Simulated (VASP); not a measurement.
The system is Ge2Sb2Te5.

```
CELL_PARAMETERS angstrom
4.29406 0.00000 0.00000
-2.14703 3.71877 0.00000
0.00000 0.00000 17.10135
ATOMIC_POSITIONS crystal
Te 0.66667 0.33333 0.41989
Te 0.33333 0.66667 0.58011
Te 0.33333 0.66667 0.20154
Te 0.66667 0.33333 0.79846
Te 0.00000 0.00000 0.00000
Sb 0.00000 0.00000 0.32007
Sb 0.00000 0.00000 0.67993
Ge 0.66667 0.33333 0.10290
Ge 0.33333 0.66667 0.89711
```

Base run:

* Program: VASP 6.6.1
* Functional: RPBE
* Potentials or basis: VASP PAW PBE potentials, release 64 (Te, Sb, Ge_d)
* Cutoff: 520 eV
* k mesh: 7 × 7 × 2
* Occupations: fermi-dirac, width 0.05 eV
* Spin: no spin polarisation

Its results: band gap on the k mesh 0.26 eV; pressure 1.5 GPa; largest force 0.089 eV/Å.

Q: The run is repeated on the same cell with these changes: functional from RPBE to PBEsol. What comes out?

A: Band gap on the k mesh 0.27 eV; pressure -2.3 GPa; largest force 0.103 eV/Å.

PBEsol binds more tightly than RPBE, so the same cell stands under less pressure.

Caveats: the PAW data sets were made with another functional, which shifts forces and pressure a little; spin-orbit coupling is left out, which moves the levels of the heavy elements; an odd mesh through Γ misses points on the zone boundary, where band edges can lie.
